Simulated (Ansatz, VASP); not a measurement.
Ge5Sb: VASP beside Ansatz

File INCAR:

```
SYSTEM = Ge5Sb
PREC = Accurate
ENCUT = 520
EDIFF = 1E-6
ISMEAR = 0
SIGMA = 0.1
LREAL = .False.
LASPH = .True.
NELM = 60
ALGO = Normal
ISIF = 2
LWAVE = .False.
LCHARG = .False.
GGA = PE
NBANDS = 46
```

The input KPOINTS:

```
Automatic mesh
0
Gamma
  4 4 4
  0 0 0
```

Contents of POSCAR:

```
Ge5Sb
1.0
    5.2572389400      0.0000000000      0.0000000000
    0.0000000000      5.2572389400      0.0000000000
    0.0000000000      0.0000000000      5.2572389400
Ge Sb
5 1
Direct
    0.7778722100      0.7778722100      0.7778722100
    0.2221277900      0.2221277900      0.7778722100
    0.2221277900      0.7778722100      0.2221277900
    0.7778722100      0.2221277900      0.2221277900
    0.5000000000      0.5000000000      0.5000000000
    0.0000000000      0.0000000000      0.0000000000
```

Input for Ansatz:

```yaml
crystal:
  lattice:
    - [5.25723894, 0.0, 0.0]
    - [0.0, 5.25723894, 0.0]
    - [0.0, 0.0, 5.25723894]
  atoms:
    - { symbol: Ge, position: [0.77787221, 0.77787221, 0.77787221] }
    - { symbol: Ge, position: [0.22212779, 0.22212779, 0.77787221] }
    - { symbol: Ge, position: [0.22212779, 0.77787221, 0.22212779] }
    - { symbol: Ge, position: [0.77787221, 0.22212779, 0.22212779] }
    - { symbol: Ge, position: [0.5, 0.5, 0.5] }
    - { symbol: Sb, position: [0.0, 0.0, 0.0] }
basis:
  ecutwfc: 420
kpoints:
  mp_grid: { grid: [4, 4, 4] }
hamiltonian:
  xc: pbe
scf:
  occupations: { method: gaussian, width: 0.1 }
  lower_state_search: "off"
output:
  forces: true
  stress: true
  eigenvalues: true
```

Alike in both runs: task single point; functional PBE; k mesh 4 × 4 × 4; occupations gaussian, width 0.1 eV; no spin polarisation.

```csv
,VASP,Ansatz
version,VASP 6.6.1,Ansatz 0.2.0
potentials or method,"VASP PAW PBE potentials, release 64 (Ge_d, Sb), cutoff 520 eV","scalar-relativistic, plane waves, PAW"
valence electrons in the cell,75,85
```

|  | VASP | Ansatz | Ansatz less VASP |
| --- | --- | --- | --- |
| gap on the k mesh at the Fermi level (eV) | none | none | - |
| rms of the force components (eV/Å) | 7.091 | 7.043 | -0.0482 |

Atom by atom the forces differ by 0.048 eV/Å (rms over components). A gap of «none» marks a metal or a gap that the smearing closes. The functional is the same, so the differences come from potentials, cutoffs and numerics. VASP's potentials hold 75 valence electrons a cell and Ansatz's 85, so a difference there can come from the potentials and not from the codes.

Neither program's run includes spin-orbit coupling.
